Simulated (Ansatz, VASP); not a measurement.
InSb3: VASP beside Ansatz

```
In Sb
1.0
     4.49632    0.00000    0.00000
     0.00000    4.49632    0.00000
     0.00000    0.00000    5.07635
In Sb
1 3
Direct
  0.00000 0.00000 0.00000
  0.50000 0.00000 0.50000
  0.00000 0.50000 0.50000
  0.50000 0.50000 0.00000
```

Alike in both runs: task single point; functional PBE; k mesh 10 × 10 × 10; occupations gaussian, width 0.15 eV; no spin polarisation.

|  | VASP | Ansatz |
| --- | --- | --- |
| version | VASP 6.6.1 | Ansatz 0.2.0 |
| potentials or method | VASP PAW PBE potentials, release 64 (In_d, Sb), cutoff 520 eV | scalar-relativistic, plane waves, PAW |
| valence electrons in the cell | 28 | 58 |

```tsv
	VASP	Ansatz	Ansatz less VASP
gap on the k mesh at the Fermi level (eV)	none	none	-
pressure (GPa)	5.1	5.2	+0.08
traceless stress, the component that is largest in VASP (GPa)	-0.09	-0.08	+0.012
```

A gap of «none» marks a metal or a gap that the smearing closes. VASP's potentials hold 28 valence electrons a cell and Ansatz's 58, so a difference there can come from the potentials and not from the codes.

Neither program's run includes spin-orbit coupling.
